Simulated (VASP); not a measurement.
# SiC3 (P-4m2) in VASP: notebook

SiC3 is run at these levels: PBE, r2SCAN; tasks: single point.

All numbers are computed with VASP 6.6.1; they aren't measurements. Logs are shortened: lines on timing, memory, paths and dates and some standing lists are left out, and cuts for length are marked.

## 1. The cell of the first run

Symmetry: P-4m2, No. 115, tetragonal system. Conventional cell: a = 2.858 Å, b = 2.858 Å, c = 4.193 Å, α = 90.00°, β = 90.00°, γ = 90.00°. C (site symmetry 2mm) has 2 C at 1.68 Å and 2 Si at 1.87 Å within 2.2 Å. Within 2.2 Å of C (site symmetry -4m2) lie 4 C at 1.68 Å. Si (site symmetry -4m2) has 4 C at 1.87 Å within 2.5 Å.

## 2. Single point, PBE (8.56 Å³/atom)

INCAR

```
SYSTEM = SiC3
PREC     = Accurate       ! precision mode
ENCUT    = 520            ! plane-wave cutoff, eV
EDIFF    = 1E-6           ! SCF threshold, eV
ISMEAR   = 0              ! smearing method
SIGMA    = 0.01           ! smearing width, eV
LREAL    = .FALSE.        ! projectors in reciprocal space
LASPH    = .TRUE.         ! aspherical terms in the spheres
NELM     = 100            ! most SCF steps
ALGO     = Normal         ! electronic algorithm
ISIF     = 2              ! what is computed and relaxed
LWAVE    = .FALSE.        ! write WAVECAR
LCHARG   = .TRUE.         ! write CHGCAR
GGA      = PE             ! functional
LELF     = .TRUE.         ! ELF
LVHAR    = .TRUE.       
NBANDS   = 16             ! bands
```

KPOINTS

```
regular mesh
0
G
  8 8 6
  0 0 0
```

POSCAR

```
SiC3
1.0
    2.8575969524      0.0000000000      0.0000000000
    0.0000000000      2.8575969524      0.0000000000
    0.0000000000      0.0000000000      4.1926862773
C Si
3 1
Direct
    0.5000000000      0.0000000000      0.7880665833
    0.5000000000      0.5000000000      0.0000000000
    0.0000000000      0.5000000000      0.2119334167
    0.0000000000      0.0000000000      0.5000000000
```

Potentials or basis: VASP PAW PBE potentials, release 64 (C, Si).

On the command line:

```sh
> cat potpaw_PBE.64/C/POTCAR potpaw_PBE.64/Si/POTCAR > POTCAR
> mpirun -np 1 vasp_std > vasp.out
```

OUTCAR:

```text
SYSTEM = SiC3
   PREC = Accurate
   ENCUT = 520
   EDIFF = 1E-6
   ISMEAR = 0
   LREAL = .FALSE.
   LASPH = .TRUE.
   NELM = 100
   ISIF = 2
   GGA = PE

 ion  position               nearest neighbor table
   1  0.500  0.000  0.788-   2 1.68   2 1.68   4 1.87   4 1.87
   2  0.500  0.500  0.000-   1 1.68   3 1.68   1 1.68   3 1.68
   3  0.000  0.500  0.212-   2 1.68   2 1.68   4 1.87   4 1.87
   4  0.000  0.000  0.500-   1 1.87   3 1.87   3 1.87   1 1.87

  LATTYP: Found a simple tetragonal cell.
 ALAT       =     2.8575969524
 C/A-ratio  =     1.4672070089

  Lattice vectors:

 A1 = (   2.8575969524,   0.0000000000,   0.0000000000)
 A2 = (   0.0000000000,   2.8575969524,   0.0000000000)
 A3 = (   0.0000000000,   0.0000000000,   4.1926862773)

Analysis of symmetry for initial positions (statically):
=====================================================================
 Subroutine PRICEL returns:
 Original cell was already a primitive cell.

 Routine SETGRP: Setting up the symmetry group for a
 simple tetragonal supercell.

 Subroutine GETGRP returns: Found  8 space group operations
 (whereof  8 operations were pure point group operations)
 out of a pool of 16 trial point group operations.

The static configuration has the point symmetry D_2d.

Analysis of symmetry for dynamics (positions and initial velocities):
=====================================================================
 Subroutine PRICEL returns:
 Original cell was already a primitive cell.

 Routine SETGRP: Setting up the symmetry group for a
 simple tetragonal supercell.

 Subroutine GETGRP returns: Found  8 space group operations
 (whereof  8 operations were pure point group operations)
 out of a pool of 16 trial point group operations.

The dynamic configuration has the point symmetry D_2d.

 Subroutine INISYM returns: Found  8 space group operations
 (whereof  8 operations are pure point group operations),
 and found     1 'primitive' translations

----------------------------------------------------------------------------------------

                                     Primitive cell

  volume of cell :      34.2369

  direct lattice vectors                    reciprocal lattice vectors
     2.857596952  0.000000000  0.000000000     0.349944382  0.000000000  0.000000000
     0.000000000  2.857596952  0.000000000     0.000000000  0.349944382  0.000000000
     0.000000000  0.000000000  4.192686277     0.000000000  0.000000000  0.238510571

  length of vectors
     2.857596952  2.857596952  4.192686277     0.349944382  0.349944382  0.238510571

  position of ions in fractional coordinates (direct lattice)
     0.500000000  0.000000000  0.788066583
     0.500000000  0.500000000  0.000000000
     0.000000000  0.500000000  0.211933417
     0.000000000  0.000000000  0.500000000

  ion indices of the primitive-cell ions
   primitive index   ion index
                 1           1
                 2           2
                 3           3
                 4           4

----------------------------------------------------------------------------------------

 KPOINTS: regular mesh

Automatic generation of k-mesh.
 Grid dimensions read from file:
 generate k-points for:    8    8    6

 Generating k-lattice:

  Cartesian coordinates                     Fractional coordinates (reciprocal lattice)
     0.043743048  0.000000000  0.000000000     0.125000000  0.000000000  0.000000000
     0.000000000  0.043743048  0.000000000     0.000000000  0.125000000  0.000000000
     0.000000000  0.000000000  0.039751762     0.000000000  0.000000000  0.166666667

  Length of vectors
     0.043743048  0.043743048  0.039751762

  Shift w.r.t. Gamma in fractional coordinates (k-lattice)
     0.000000000  0.000000000  0.000000000

 Subroutine IBZKPT returns following result:
 ===========================================

 Found     60 irreducible k-points:

 Following reciprocal coordinates:
            Coordinates               Weight
  0.000000  0.000000  0.000000      1.000000
  0.125000  0.000000  0.000000      4.000000
  0.250000  0.000000  0.000000      4.000000
  0.375000  0.000000  0.000000      4.000000
  0.500000  0.000000  0.000000      2.000000
  0.125000  0.125000  0.000000      4.000000
[... 16 lines left out ...]
  0.375000  0.125000  0.166667     16.000000
  0.500000  0.125000  0.166667      8.000000
 [... further k-points ...]
   k-points           NKPTS =     60   k-points in BZ     NKDIM =     60   number of bands    NBANDS=     16
   number of dos      NEDOS =    301   number of ions     NIONS =      4
   total plane-waves  NPLWV =  18432
   dimension x,y,z NGX =    24 NGY =   24 NGZ =   32
   dimension x,y,z NGXF=    48 NGYF=   48 NGZF=   64
   ions per type =               3   1
   NGX,Y,Z   is equivalent  to a cutoff of  13.96, 13.96, 12.69 a.u.
   NGXF,Y,Z  is equivalent  to a cutoff of  27.92, 27.92, 25.38 a.u.
 SYSTEM =  SiC3
   PREC   = accura    normal or accurate (medium, high low for compatibility)
   ISTART =      0    job   : 0-new  1-cont  2-samecut
   ICHARG =      2    charge: 1-file 2-atom 10-const
   ISPIN  =      1    spin polarized calculation?
   LNONCOLLINEAR =      F non collinear calculations
   LSORBIT =      F    spin-orbit coupling
   LASPH  =      T    aspherical Exc in radial PAW
   ENCUT  =  520.0 eV  38.22 Ry    6.18 a.u.   5.31  5.31  7.80*2*pi/ulx,y,z
   NELM   =    100;   NELMIN=  2; NELMDL= -5     # of ELM steps
   EDIFF  = 0.1E-05   stopping-criterion for ELM
   LREAL  =      F    real-space projection
   EDIFFG = 0.1E-04   stopping-criterion for IOM
   NSW    =      0    number of steps for IOM
   IBRION =     -1    ionic relax: 0-MD 1-quasi-New 2-CG
   NFREE  =      0    steps in history (QN), initial steepest desc. (CG)
   ISIF   =      2    stress and relaxation
   ISYM   =      2    0-nonsym 1-usesym 2-fastsym
   POTIM  = 0.5000    time-step for ionic-motion
   TEBEG  =    0.0;   TEEND  =   0.0 temperature during run
   PSTRESS=    0.0 pullay stress
   NELECT =      16.0000    total number of electrons
   NUPDOWN=      -1.0000    fix difference up-down
   EMIN   =  10.00;   EMAX   =-10.00  energy-range for DOS
   EFERMI =   0.00;   METHOD = LEGACY
   ISMEAR =     0;   SIGMA  =   0.01  broadening in eV -4-tet -1-fermi 0-gaus
   EFERMI_NEDOS =   21; number of points for ismear=-14 and -15
   IALGO  =     38    algorithm
   IMIX   =      4    mixing-type and parameters
     AMIX     =   0.40;   BMIX     =  1.00
     AMIX_MAG =   1.60;   BMIX_MAG =  1.00
  volume/ion in A,a.u.               =       8.56        57.76
  Fermi-wavevector in a.u.,A,eV,Ry     =   1.270428  2.400761 21.959630  1.613987
  Thomas-Fermi vector in A             =   2.403416
   LORBIT       =      0    0 simple, 1 ext, 2 COOP (PROOUT), +10 PAW based schemes
   GGA     = PE    functional components
   LHFCALC =     F    Hartree Fock is set to
   AEXX    =    0.0000 exact exchange contribution
   IVDW    =     0    specifies the selected vdW correction
   LEPSILON=     F    determine dielectric tensor
   LRPA    =     F    only Hartree local field effects (RPA)
 non-spin polarized calculation
 Gauss-broadening in eV      SIGMA  =   0.01
  energy-cutoff  :      520.00
  volume of cell :       34.24
 maximum number of plane-waves:       944
 NGX is ok and might be reduce to    24
   NGX = 11   NGY = 11   NGZ = 15

 number of electron      15.9999999 magnetization

 Free energy of the ion-electron system (eV)
  ---------------------------------------------------
  ext. energy  EPLUGINS =         0.00000000
  ---------------------------------------------------
  free energy    TOTEN  =       -30.99800921 eV

  energy without entropy =      -30.99800921  energy(sigma->0) =      -30.99800921

 E-fermi :   8.7269     XC(G=0): -11.7910

 val. band max:        8.5901498113   @ k =   0.0000   0.0000   0.0000
 cond. band min:      10.0817975576   @ k =   0.3750   0.3750   0.0000
 fundamental gap:      1.4916477463
 Fermi energy:         8.7268511455

 k-point     1 :       0.0000    0.0000    0.0000
  band No.  band energies     occupation
      1      -9.4378      2.00000
      2      -3.1665      2.00000
      3      -1.9310      2.00000
      4       3.4048      2.00000
      5       3.4048      2.00000
      6       7.9293      2.00000
[... 8 lines left out ...]
     15      21.2126      0.00000
     16      22.3456      0.00000

 k-point     2 :       0.1250    0.0000    0.0000
  band No.  band energies     occupation
      1      -9.2141      2.00000
      2      -3.0748      2.00000
      3      -1.7804      2.00000
      4       2.3916      2.00000
      5       3.5551      2.00000
      6       7.2363      2.00000
[... 8 lines left out ...]
     15      21.5706      0.00000
     16      21.8925      0.00000

 k-point     3 :       0.2500    0.0000    0.0000
  band No.  band energies     occupation
      1      -8.5546      2.00000
      2      -3.1253      2.00000
      3      -1.3843      2.00000
      4       1.0523      2.00000
      5       3.9656      2.00000
      6       5.2733      2.00000
[... 8 lines left out ...]
     15      20.7676      0.00000
     16      21.2898      0.00000

 k-point     4 :       0.3750    0.0000    0.0000
  band No.  band energies     occupation
      1      -7.5177      2.00000
      2      -4.1371      2.00000
      3      -0.6904      2.00000
      4       1.1573      2.00000
      5       3.3095      2.00000
      6       4.0666      2.00000
[... 8 lines left out ...]
     15      19.3085      0.00000
     16      20.5516      0.00000
[... 324 lines left out ...]
 k-point    22 :       0.2500    0.1250    0.1667
  band No.  band energies     occupation
      1      -8.1796      2.00000
      2      -3.7719      2.00000
      3      -0.8350      2.00000
      4       1.6697      2.00000
      5       3.2242      2.00000
      6       4.2730      2.00000
[... 8 lines left out ...]
     15      19.2023      0.00000
     16      21.1836      0.00000

 k-point    23 :       0.3750    0.1250    0.1667
  band No.  band energies     occupation
      1      -7.1651      2.00000
      2      -4.0103      2.00000
      3      -1.2636      2.00000
      4       1.5024      2.00000
      5       2.8802      2.00000
      6       3.7897      2.00000
[... 8 lines left out ...]
     15      18.5016      0.00000
     16      20.4624      0.00000

 k-point    24 :       0.5000    0.1250    0.1667
  band No.  band energies     occupation
      1      -6.3033      2.00000
      2      -4.8530      2.00000
      3      -0.7407      2.00000
      4       0.6117      2.00000
      5       3.3964      2.00000
      6       4.0063      2.00000
[... 8 lines left out ...]
     15      18.1989      0.00000
     16      20.3475      0.00000

 [... further k-points ...]

------------------------ aborting loop because EDIFF is reached ----------------------------------------

  FORCE on cell =-STRESS in cart. coord.  units (eV):
  Direction    XX          YY          ZZ          XY          YZ          ZX
  --------------------------------------------------------------------------------------
  -------------------------------------------------------------------------------------
  Total       -2.9911109     -2.9911109     -3.4078881      0.0000000     -0.0000000      0.0000000
  in kB     -139.9744558   -139.9744558   -159.4782982      0.0000000     -0.0000000      0.0000000
  external PRESSURE =    -146.4757366 kB  Pullay stress =       0.0000000 kB

 VOLUME and BASIS-vectors are now :
 -----------------------------------------------------------------------------
  energy-cutoff  :      520.00
  volume of cell :       34.24
      direct lattice vectors                 reciprocal lattice vectors
     2.857596952  0.000000000  0.000000000     0.349944382  0.000000000  0.000000000
     0.000000000  2.857596952  0.000000000     0.000000000  0.349944382  0.000000000
     0.000000000  0.000000000  4.192686277     0.000000000  0.000000000  0.238510571

 POSITION                                       TOTAL-FORCE (eV/Angst)
 -----------------------------------------------------------------------------------
      1.42880      0.00000      3.30412         0.000000     -0.000000     -0.275288
      1.42880      1.42880      0.00000         0.000000      0.000000      0.000000
      0.00000      1.42880      0.88857         0.000000     -0.000000      0.275288
      0.00000      0.00000      2.09634         0.000000     -0.000000      0.000000
 -----------------------------------------------------------------------------------
    total drift:                                0.000000     -0.000000     -0.000000

  FREE ENERGIE OF THE ION-ELECTRON SYSTEM (eV)
  ---------------------------------------------------
  free  energy   TOTEN  =       -30.9980092122 eV

  energy  without entropy=      -30.9980092122  energy(sigma->0) =      -30.99800921
```

Run time: 42 s. Hardware: 1 thread of Intel Xeon 8259CL, shared host; peak memory 0.16 GiB.

Results:

```yaml
Free_energy: -30.9980 eV
Pressure: -14.6 GPa
Largest_force: 0.275 eV/Å
Band_gap_on_the_k_mesh: 1.49 eV (least direct gap 1.77 eV)
```

Forces on the atoms (eV/Å):
```
C    0.000  0.000 -0.275
C    0.000  0.000  0.000
C    0.000  0.000  0.275
Si   0.000  0.000  0.000
```

Stress tensor (GPa, compression positive):
```
-14.00   0.00   0.00
  0.00 -14.00   0.00
  0.00   0.00 -15.95
```

Levels at points of the mesh, in eV from the valence-band top:
| k point | band 5 | band 6 | band 7 | band 8 | band 9 | band 10 | band 11 | band 12 |
| --- | --- | --- | --- | --- | --- | --- | --- | --- |
| (0.00, 0.00, 0.00) | -5.19 | -0.66 | 0.00 | 0.00 | 1.77 | 2.66 | 4.85 | 5.29 |
| (0.50, 0.00, 0.00) | -6.32 | -5.92 | -3.84 | -0.80 | 4.29 | 5.70 | 5.77 | 7.24 |
| (0.50, 0.50, 0.00) | -5.80 | -5.07 | -5.07 | -3.71 | 1.63 | 1.63 | 2.01 | 4.59 |
| (0.00, 0.00, 0.50) | -4.76 | -4.08 | -1.36 | -1.36 | 2.48 | 2.85 | 5.71 | 7.61 |
| (0.50, 0.00, 0.50) | -3.74 | -2.61 | -2.22 | -0.69 | 2.55 | 5.26 | 5.73 | 6.05 |
| (0.50, 0.50, 0.50) | -6.93 | -6.34 | -6.34 | -5.95 | 5.23 | 5.23 | 5.92 | 8.18 |

Caveat: the cell stands under tension. A k mesh can miss the band edges.

## 3. Single point, PBE

This run uses another cell than the first one, of 8.00 Å³/atom.

INCAR

```
SYSTEM = SiC3
ALGO = Normal ; EDIFF = 1E-7
ENCUT = 520 ; GGA = PE
ISIF = 2 ; ISMEAR = 0
LASPH = .True. ; LCHARG = .True.
LELF = .True. ; LREAL = .False.
LVHAR = .True. ; LWAVE = .False.
NBANDS = 16 ; NELM = 100
PREC = Accurate ; SIGMA = 0.01
```

KPOINTS

```
k-points
0
Gamma
  10 10 6
  0 0 0
```

POSCAR

```
SiC3
1.0
    2.7964006878      0.0000000000      0.0000000000
    0.0000000000      2.7964006878      0.0000000000
    0.0000000000      0.0000000000      4.0900436009
C Si
3 1
Direct
    0.5000000000      0.0000000000      0.7862689763
    0.5000000000      0.5000000000      0.0000000000
    0.0000000000      0.5000000000      0.2137310237
    0.0000000000      0.0000000000      0.5000000000
```

Potentials or basis: VASP PAW PBE potentials, release 64 (C, Si).

On the command line:

```sh
> cat potpaw_PBE.64/C/POTCAR potpaw_PBE.64/Si/POTCAR > POTCAR
> mpirun -np 1 vasp_std > vasp.out
```

Wall time 67 s (1 thread of Intel Xeon 8259CL, shared host); peak memory 0.16 GiB.

Results (log left out):

```yaml
Free_energy: -31.0850 eV
Pressure: 3.3 GPa
Largest_force: 0.324 eV/Å
Band_gap_on_the_k_mesh: 1.41 eV (least direct gap 1.86 eV)
```

Forces in eV/Å, atoms in the order of the input:
```
C    0.000  0.000  0.324
C    0.000  0.000  0.000
C    0.000  0.000 -0.324
Si   0.000  0.000  0.000
```

Stress tensor (GPa, compression positive):
```
2.96 0.00 0.00
0.00 2.96 0.00
0.00 0.00 3.98
```

Levels at points of the mesh, in eV from the valence-band top:
```csv
k point,band 4,band 5,band 6,band 7,band 8,band 9,band 10,band 11,band 12,band 13
"(0.00, 0.00, 0.00)",-5.45,-5.45,-0.68,0.00,0.00,1.86,2.88,5.06,5.57,5.57
"(0.50, 0.00, 0.00)",-6.80,-6.45,-6.24,-4.00,-0.85,4.73,5.85,6.07,7.55,10.10
"(0.50, 0.50, 0.00)",-8.49,-6.12,-5.31,-5.31,-3.87,1.64,1.64,1.97,5.10,12.42
"(0.00, 0.00, 0.50)",-4.99,-4.99,-4.05,-1.45,-1.45,2.68,2.99,6.02,7.89,7.98
"(0.50, 0.00, 0.50)",-10.54,-3.88,-2.71,-2.27,-0.73,3.02,5.58,6.18,6.19,8.17
"(0.50, 0.50, 0.50)",-7.39,-7.14,-6.71,-6.71,-6.31,5.42,5.42,6.06,8.78,9.59
```

Caveat: the cell stands under pressure. A k mesh can miss the band edges.

[end of part 1 of 2]
